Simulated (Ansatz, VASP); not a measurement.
**One calculation of HfO2, two programs**

```
Hf O
1.0
     5.19404    0.00000    0.00000
     0.00000    4.98007    0.00000
     0.00000    0.00000    5.00871
Hf O
4 8
Direct
  0.03282 0.26832 0.24405
  0.46718 0.26832 0.74405
  0.53282 0.73168 0.24405
  0.96718 0.73168 0.74405
  0.37162 0.07588 0.37511
  0.12838 0.07588 0.87511
  0.73748 0.45682 0.49384
  0.76252 0.45682 0.99384
  0.26252 0.54318 0.99384
  0.23748 0.54318 0.49384
  0.87162 0.92412 0.37511
  0.62838 0.92412 0.87511
```

Change from the starting cell: hydrostatic strain -1.0%.

Alike in both runs: task single point; functional r2SCAN; k mesh 6 × 6 × 6; no spin polarisation.

|  | VASP | Ansatz |
| --- | --- | --- |
| version | VASP 6.6.1 | Ansatz 0.2.0 |
| potentials or method | VASP PAW PBE potentials, release 64 (Hf_pv, O) | plane waves, PAW |
| plane-wave cutoff (eV) | 520 | 500 |
| occupations | gaussian, width 0.01 eV | fixed |
| valence electrons in the cell | 88 | 152 |

```csv
,VASP,Ansatz,Ansatz less VASP
gap on the k mesh at the Fermi level (eV),5.02,5.06,+0.046
pressure (GPa),3.5,7.2,+3.76
"traceless stress, the component that is largest in VASP (GPa)",0.19,0.22,+0.026
rms of the force components (eV/Å),0.029,0.002,-0.0277
```

VASP's potentials were made for PBE, not for r2SCAN. Atom by atom the forces differ by 0.030 eV/Å (rms over components). VASP's potentials hold 88 valence electrons a cell and Ansatz's 152, so a difference there can come from the potentials and not from the codes.

Neither program's run includes spin-orbit coupling.
